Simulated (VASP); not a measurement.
# CdS (P3m1) in VASP: a series of runs, part 2 of 2

VASP 6.6.1. Earlier steps stand in the parts before.

### 4 Relaxation of cell and atoms, PBEsol

This run uses another cell than the first one.

INCAR reads:

```
PREC = Accurate
ENCUT = 600
EDIFF = 1E-7
ISMEAR = -1
SIGMA = 0.05
LREAL = False
LASPH = True
NELM = 60
ALGO = Normal
ISIF = 3
LWAVE = False
LCHARG = False
GGA = PS
IBRION = 2
NSW = 60
EDIFFG = -0.01
```

KPOINTS reads:

```
regular mesh
0
Gamma
  7 7 5
```

POSCAR reads:

```
CdS
1.0
    4.2611695877      0.0000000000      0.0000000000
   -2.1305847939      3.6902811128      0.0000000000
    0.0000000000      0.0000000000      5.8041729400
Cd S
1 1
Direct
    0.0000000000      0.0000000000      0.4426919200
    0.6666666667      0.3333333333      0.4343080800
```

Potentials or basis: VASP PAW PBE potentials, release 64 (Cd, S).

Started as:

```console
$ cat potpaw_PBE.64/Cd/POTCAR potpaw_PBE.64/S/POTCAR > POTCAR
$ mpirun -np 1 vasp_std > vasp.out
```

OUTCAR:

```text
PREC = Accurate
   ENCUT = 600
   EDIFF = 1E-7
   ISMEAR = -1
   LREAL = False
   LASPH = True
   NELM = 60
   ISIF = 3
   GGA = PS
   IBRION = 2
   NSW = 60
   EDIFFG = -0.01

 ion  position               nearest neighbor table
   1  0.000  0.000  0.443-   2 2.46   2 2.46   2 2.46
   2  0.667  0.333  0.434-   1 2.46   1 2.46   1 2.46

  LATTYP: Found a hexagonal cell.
 ALAT       =     4.2611695877
 C/A-ratio  =     1.3621079426

  Lattice vectors:

 A1 = (   4.2611695877,   0.0000000000,   0.0000000000)
 A2 = (  -2.1305847939,   3.6902811128,   0.0000000000)
 A3 = (   0.0000000000,   0.0000000000,   5.8041729400)

Analysis of symmetry for initial positions (statically):
=====================================================================
 Subroutine PRICEL returns:
 Original cell was already a primitive cell.

 Routine SETGRP: Setting up the symmetry group for a
 hexagonal supercell.

 Subroutine GETGRP returns: Found  6 space group operations
 (whereof  6 operations were pure point group operations)
 out of a pool of 24 trial point group operations.

The static configuration has the point symmetry C_3v.

Analysis of symmetry for dynamics (positions and initial velocities):
=====================================================================
 Subroutine PRICEL returns:
 Original cell was already a primitive cell.

 Routine SETGRP: Setting up the symmetry group for a
 hexagonal supercell.

 Subroutine GETGRP returns: Found  6 space group operations
 (whereof  6 operations were pure point group operations)
 out of a pool of 24 trial point group operations.

The dynamic configuration has the point symmetry C_3v.

 Subroutine INISYM returns: Found  6 space group operations
 (whereof  6 operations are pure point group operations),
[... 126 lines left out ...]
   LRPA    =     F    only Hartree local field effects (RPA)
 conjugate gradient relaxation of ions
 non-spin polarized calculation
  energy-cutoff  :      600.00
  volume of cell :       91.27
 maximum number of plane-waves:      3101
 NGX is ok and might be reduce to    36
   NGX = 17   NGY = 17   NGZ = 23

--------------------------------------- Ionic step        1  -------------------------------------------

 number of electron      17.9999999 magnetization

 Free energy of the ion-electron system (eV)
  ---------------------------------------------------
  ext. energy  EPLUGINS =         0.00000000
  ---------------------------------------------------
  free energy    TOTEN  =        -6.17351546 eV

  energy without entropy =       -6.17351542  energy(sigma->0) =       -6.17351544

------------------------ aborting loop because EDIFF is reached ----------------------------------------

  FORCE on cell =-STRESS in cart. coord.  units (eV):
  Direction    XX          YY          ZZ          XY          YZ          ZX
  --------------------------------------------------------------------------------------
  -------------------------------------------------------------------------------------
  Total       -1.1173903     -1.1173903     -0.0157532      0.0000000      0.0000000     -0.0000000
  in kB      -19.6149351    -19.6149351     -0.2765347      0.0000000      0.0000000     -0.0000000
  external PRESSURE =     -13.1688016 kB  Pullay stress =       0.0000000 kB
[... 59 lines left out ...]
--------------------------------------- Ionic step        3  -------------------------------------------

 number of electron      18.0000007 magnetization

 Free energy of the ion-electron system (eV)
  ---------------------------------------------------
  ext. energy  EPLUGINS =         0.00000000
  ---------------------------------------------------
  free energy    TOTEN  =        -6.19096361 eV

  energy without entropy =       -6.19096360  energy(sigma->0) =       -6.19096361

 E-fermi :  -1.1924     XC(G=0):  -6.2720

 val. band max:       -2.0004789158   @ k =   0.0000   0.0000   0.4000
 cond. band min:      -0.4884301046   @ k =   0.0000   0.0000   0.0000
 fundamental gap:      1.5120488112
 Fermi energy:        -1.1924027899

 k-point     1 :       0.0000    0.0000    0.0000
  band No.  band energies     occupation
      1     -13.8551      2.00000
      2      -9.8114      2.00000
      3      -9.8114      2.00000
      4      -9.2026      2.00000
      5      -9.2026      2.00000
      6      -8.9654      2.00000
      7      -3.2553      2.00000
      8      -2.0041      2.00000
      9      -2.0041      2.00000
     10      -0.4884      0.00000
     11       3.5884      0.00000
     12       4.8734      0.00000
     13       4.8734      0.00000
[... 354 lines left out ...]
  band No.  band energies     occupation
      1     -13.6229      2.00000
      2      -9.6561      2.00000
      3      -9.6127      2.00000
      4      -9.2845      2.00000
      5      -9.2145      2.00000
      6      -8.8854      2.00000
      7      -4.6048      2.00000
      8      -2.9286      2.00000
      9      -2.8396      2.00000
     10       1.6611      0.00000
     11       2.7474      0.00000
     12       4.8010      0.00000
     13       6.1958      0.00000

 [... further k-points ...]
[... 5 lines left out ...]
  --------------------------------------------------------------------------------------
  -------------------------------------------------------------------------------------
  Total       -0.0022763     -0.0022763     -0.0163232      0.0000000      0.0000000      0.0000000
  in kB       -0.0412021     -0.0412021     -0.2954593      0.0000000      0.0000000      0.0000000
  external PRESSURE =      -0.1259545 kB  Pullay stress =       0.0000000 kB
[... 17 lines left out ...]
  FREE ENERGIE OF THE ION-ELECTRON SYSTEM (eV)
  ---------------------------------------------------
  free  energy   TOTEN  =        -6.1909636141 eV

  energy  without entropy=       -6.1909636007  energy(sigma->0) =       -6.19096361

 reached required accuracy - stopping structural energy minimisation
```

OSZICAR:

```text
N       E                     dE             d eps       ncg     rms          rms(c)
DAV:   1     0.118233969334E+03    0.11823E+03   -0.87092E+03   832   0.130E+03
DAV:   2     0.498527738467E+00   -0.11774E+03   -0.11268E+03   952   0.285E+02
DAV:   3    -0.681493932998E+01   -0.73135E+01   -0.72777E+01   977   0.713E+01
[... 33 lines left out ...]
DAV:   7    -0.619096314194E+01   -0.44961E-05   -0.44422E-06   887   0.153E-02    0.849E-03
DAV:   8    -0.619096310859E+01    0.33357E-07   -0.13046E-06   957   0.120E-02    0.182E-03
DAV:   9    -0.619096348296E+01   -0.37438E-06   -0.39550E-07   852   0.506E-03    0.120E-03
DAV:  10    -0.619096361240E+01   -0.12944E-06   -0.61546E-08   683   0.241E-03    0.435E-04
DAV:  11    -0.619096361412E+01   -0.17155E-08   -0.76765E-09   611   0.845E-04
   3 F= -.61909636E+01 E0= -.61909636E+01  d E =-.174482E-01
```

Wall time 2.1 min (1 thread of Intel Xeon Platinum 8259CL at 2.50GHz (Skylake/Cascade Lake), shared host); peak memory 0.27 GiB.

Results:

```
Free energy                           : -6.1910 eV
Relaxed cell                          : a = 4.197 Å, b = 4.197 Å, c = 5.803 Å, α = 90.00°, β = 90.00°, γ = 120.00°
Space group after relaxing (to 0.1 Å) : P-6m2 (No. 187)
Energy gained by relaxing             : 8.7 meV/atom
Ionic steps                           : 3
Pressure after relaxing               : 0.0 GPa
Band gap on the k mesh                : 1.51 eV
```

Forces on the atoms (eV/Å):
```
Cd   0.000  0.000 -0.003
S    0.000  0.000  0.003
```

The path:
| step | energy change (eV) | largest force (eV/Å) | pressure (GPa) | volume (Å³) |
| --- | --- | --- | --- | --- |
| 1 | 0.0000 | 0.0143 | -1.32 | 91.27 |
| 2 | -0.0058 | 0.0076 | 1.20 | 86.38 |
| 3 | -0.0174 | 0.0030 | -0.01 | 88.52 |

Final structure:
```yaml
crystal:
  lattice:
    - [4.19682, 0.00000, 0.00000]
    - [-2.09841, 3.63455, 0.00000]
    - [0.00000, 0.00000, 5.80294]
  atoms:
    - { symbol: Cd, position: [0.00000, 0.00000, 0.44263] }
    - { symbol: S, position: [0.66667, 0.33333, 0.43437] }
```

Levels at points of the mesh, in eV from the valence-band top:
| k point | band 6 | band 7 | band 8 | band 9 | band 10 | band 11 | band 12 | band 13 |
| --- | --- | --- | --- | --- | --- | --- | --- | --- |
| (0.00, 0.00, 0.00) | -6.96 | -1.25 | 0.00 | 0.00 | 1.51 | 5.59 | 6.87 | 6.87 |

Caveat: the PAW data sets were made with another functional, which shifts forces and pressure a little; an odd mesh through Γ misses points on the zone boundary, where band edges can lie.

### 5 Relaxation of cell and atoms, RPBE

This run uses another cell than the first one.

INCAR reads:

```
PREC = Accurate
ENCUT = 600
EDIFF = 1E-6
ISMEAR = -1
SIGMA = 0.05
LREAL = F
LASPH = T
NELM = 80
ALGO = Normal
ISIF = 3
LWAVE = F
LCHARG = F
GGA = RP
IBRION = 2
NSW = 60
EDIFFG = -0.01
```

KPOINTS is that of step 4.

POSCAR is that of step 4.

Potentials or basis: VASP PAW PBE potentials, release 64 (Cd, S).

Started as:

```console
$ cat potpaw_PBE.64/Cd/POTCAR potpaw_PBE.64/S/POTCAR > POTCAR
$ mpirun -np 1 vasp_std > vasp.out
```

OUTCAR:

```text
PREC = Accurate
   ENCUT = 600
   EDIFF = 1E-6
   ISMEAR = -1
   LREAL = F
   LASPH = T
   NELM = 80
   ISIF = 3
   GGA = RP
   IBRION = 2
   NSW = 60
   EDIFFG = -0.01

 ion  position               nearest neighbor table
   1  0.000  0.000  0.443-   2 2.46   2 2.46   2 2.46
   2  0.667  0.333  0.434-   1 2.46   1 2.46   1 2.46

  LATTYP: Found a hexagonal cell.
 ALAT       =     4.2611695877
 C/A-ratio  =     1.3621079426

  Lattice vectors:

 A1 = (   4.2611695877,   0.0000000000,   0.0000000000)
 A2 = (  -2.1305847939,   3.6902811128,   0.0000000000)
 A3 = (   0.0000000000,   0.0000000000,   5.8041729400)

Analysis of symmetry for initial positions (statically):
=====================================================================
 Subroutine PRICEL returns:
 Original cell was already a primitive cell.

 Routine SETGRP: Setting up the symmetry group for a
 hexagonal supercell.

 Subroutine GETGRP returns: Found  6 space group operations
 (whereof  6 operations were pure point group operations)
 out of a pool of 24 trial point group operations.

The static configuration has the point symmetry C_3v.

Analysis of symmetry for dynamics (positions and initial velocities):
=====================================================================
 Subroutine PRICEL returns:
 Original cell was already a primitive cell.

 Routine SETGRP: Setting up the symmetry group for a
 hexagonal supercell.
[... 224 lines left out ...]
--------------------------------------- Ionic step        3  -------------------------------------------

 number of electron      17.9999999 magnetization

 Free energy of the ion-electron system (eV)
  ---------------------------------------------------
  ext. energy  EPLUGINS =         0.00000000
  ---------------------------------------------------
  free energy    TOTEN  =        -5.17525593 eV

  energy without entropy =       -5.17525591  energy(sigma->0) =       -5.17525592

 E-fermi :  -1.2807     XC(G=0):  -5.9286

 val. band max:       -2.1126785331   @ k =   0.0000   0.0000   0.4000
 cond. band min:      -0.5942125718   @ k =   0.0000   0.0000   0.0000
 fundamental gap:      1.5184659613
 Fermi energy:        -1.2806784484

 k-point     1 :       0.0000    0.0000    0.0000
  band No.  band energies     occupation
      1     -13.5574      2.00000
      2      -9.6615      2.00000
      3      -9.6615      2.00000
      4      -9.2239      2.00000
      5      -9.2239      2.00000
      6      -9.0352      2.00000
      7      -3.0273      2.00000
      8      -2.1167      2.00000
      9      -2.1167      2.00000
     10      -0.5942      0.00000
     11       3.4809      0.00000
     12       4.8628      0.00000
     13       4.8628      0.00000
[... 354 lines left out ...]
  band No.  band energies     occupation
      1     -13.3679      2.00000
      2      -9.5487      2.00000
      3      -9.5034      2.00000
      4      -9.2837      2.00000
      5      -9.2328      2.00000
      6      -8.9373      2.00000
      7      -4.4580      2.00000
      8      -2.8890      2.00000
      9      -2.7122      2.00000
     10       1.5282      0.00000
     11       2.6811      0.00000
     12       4.7748      0.00000
     13       6.0784      0.00000

 [... further k-points ...]
[... 5 lines left out ...]
  --------------------------------------------------------------------------------------
  -------------------------------------------------------------------------------------
  Total        0.0007111      0.0007111      0.0133461     -0.0000000      0.0000000     -0.0000000
  in kB        0.0122276      0.0122276      0.2294842     -0.0000000      0.0000000     -0.0000000
  external PRESSURE =       0.0846464 kB  Pullay stress =       0.0000000 kB
[... 17 lines left out ...]
  FREE ENERGIE OF THE ION-ELECTRON SYSTEM (eV)
  ---------------------------------------------------
  free  energy   TOTEN  =        -5.1752559334 eV

  energy  without entropy=       -5.1752559145  energy(sigma->0) =       -5.17525592

 reached required accuracy - stopping structural energy minimisation
```

CONTCAR:

```text
CdS
   1.00000000000000
     4.3052036473452127   -0.0000000000005966    0.0000000000000000
    -2.1526018237236397    3.7284157270853737    0.0000000000000000
     0.0000000000000000    0.0000000000000000    5.8048785064118524
  Cd              S
     1     1
Direct
     0.0000000000000000    0.0000000000000000    0.4427184931284806
     0.6666666667000030    0.3333333332999970    0.4342815068715219

  0.00000000E+00  0.00000000E+00  0.00000000E+00
  0.00000000E+00  0.00000000E+00  0.00000000E+00
```

Run time: 1.7 min. Hardware: 1 thread of Intel Xeon Platinum 8259CL at 2.50GHz (Skylake/Cascade Lake), shared host; peak memory 0.27 GiB.

Results:

* Free energy: -5.1753 eV
* Relaxed cell: a = 4.305 Å, b = 4.305 Å, c = 5.805 Å, α = 90.00°, β = 90.00°, γ = 120.00°
* Space group after relaxing (to 0.1 Å): P-6m2 (No. 187)
* Energy gained by relaxing: 3.7 meV/atom
* Ionic steps: 3
* Pressure after relaxing: 0.0 GPa
* Band gap on the k mesh: 1.52 eV

Forces in eV/Å, atoms in the order of the input:
```
Cd   0.000  0.000 -0.002
S    0.000  0.000  0.002
```

Step by step:
```
step  energy change (eV)  largest force (eV/Å)  pressure (GPa)  volume (Å³)
   1              0.0000                0.0054            0.85        91.27
   2             -0.0041                0.0065           -0.51        94.50
   3             -0.0073                0.0020            0.01        93.18
```

Final structure:
```
Cd S
1.0
     4.30520    0.00000    0.00000
    -2.15260    3.72842    0.00000
     0.00000    0.00000    5.80488
Cd S
1 1
Direct
  0.00000 0.00000 0.44272
  0.66667 0.33333 0.43428
```

Caveat: the PAW data sets were made with another functional, which shifts forces and pressure a little; an odd mesh through Γ misses points on the zone boundary, where band edges can lie.

### 6 The runs side by side

```tsv
task	level	potentials or basis	cell	cutoff (eV)	gap on the mesh (eV)	pressure (GPa)	relaxed volume (Å³/atom)
single point	RPBE	VASP PAW PBE potentials, release 64 (Cd, S)	a = 4.297, b = 4.297, c = 5.823 Å, angles 90.0, 90.0, 120.0°, 2 atoms	520	1.53	0.2	-
relaxation of cell and atoms	LDA	VASP PAW LDA potentials, release 64 (Cd, S)	relaxed from a = 4.261, b = 4.261, c = 5.804 Å, angles 90.0, 90.0, 120.0°, 2 atoms	600	0.76	0.0	31.25
relaxation of cell and atoms	PBEsol	VASP PAW PBE potentials, release 64 (Cd, S)	relaxed from a = 4.261, b = 4.261, c = 5.804 Å, angles 90.0, 90.0, 120.0°, 2 atoms	600	1.51	0.0	44.26
relaxation of cell and atoms	RPBE	VASP PAW PBE potentials, release 64 (Cd, S)	relaxed from a = 4.261, b = 4.261, c = 5.804 Å, angles 90.0, 90.0, 120.0°, 2 atoms	600	1.52	0.0	46.59
```

Alike in all rows: no spin polarisation; k mesh 7 × 7 × 5; smearing fermi-dirac 0.05 eV.

Caveats: an odd mesh through Γ misses points on the zone boundary, where band edges can lie; the PAW data sets were made with another functional, which shifts forces and pressure a little (at least some runs); the volume moved by over 15 % at a fixed basis, so the end points are rough (at least some runs).

Total energies depend on the potentials used, so only differences within one code and one set of settings carry meaning.
